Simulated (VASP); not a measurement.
Input of a VASP 6.6.1 run:

The input INCAR:

```
ALGO     = Normal         # electronic algorithm
EDIFF    = 1E-6           # SCF threshold, eV
ENCUT    = 520            # plane-wave cutoff, eV
GGA      = PE             # functional
ISIF     = 2              # what is computed and relaxed
ISMEAR   = 0              # smearing method
LASPH    = True           # aspherical terms in the spheres
LCHARG   = False          # write CHGCAR
LREAL    = False          # projectors in reciprocal space
LWAVE    = False          # write WAVECAR
NBANDS   = 44             # bands
NELM     = 60             # most SCF steps
PREC     = Accurate       # precision mode
SIGMA    = 0.05           # smearing width, eV
```

File KPOINTS:

```
k-points
0
Gamma
  4 4 4
```

File POSCAR:

```
CO2
1.0
    6.0577362522      0.0000000000      0.0000000000
    0.0000000000      6.0577362522      0.0000000000
    0.0000000000      0.0000000000      5.9365815272
C O
4 8
Direct
    0.0000000000      0.0000000000      0.0000000000
    0.5000000000      0.0000000000      0.5000000000
    0.5000000000      0.5000000000      0.0000000000
    0.0000000000      0.5000000000      0.5000000000
    0.1114834447      0.1114834447      0.1114834447
    0.3885165553      0.8885165553      0.6114834447
    0.6114834447      0.3885165553      0.8885165553
    0.8885165553      0.6114834447      0.3885165553
    0.8885165553      0.8885165553      0.8885165553
    0.6114834447      0.1114834447      0.3885165553
    0.3885165553      0.6114834447      0.1114834447
    0.1114834447      0.3885165553      0.6114834447
```

Potentials or basis: VASP PAW PBE potentials, release 64 (C, O).

Run with:

```console
$ cat potpaw_PBE.64/C/POTCAR potpaw_PBE.64/O/POTCAR > POTCAR
$ mpirun -np 1 vasp_std > vasp.out
```

(1) Estimate the band gap on the k mesh.

(2) Predict the pressure.

(3) Predict the largest force.

## Answers

(1) 6.67 eV, direct.

(2) 3.2 GPa.

(3) 1.480 eV/Å.

Caveat: the cell differs from its parent crystal (engineering shear strain xz +0.0000, normal strain along z -0.0200); forces of over 1 eV/Å act on the atoms, so gaps and moduli don't describe the material at rest.
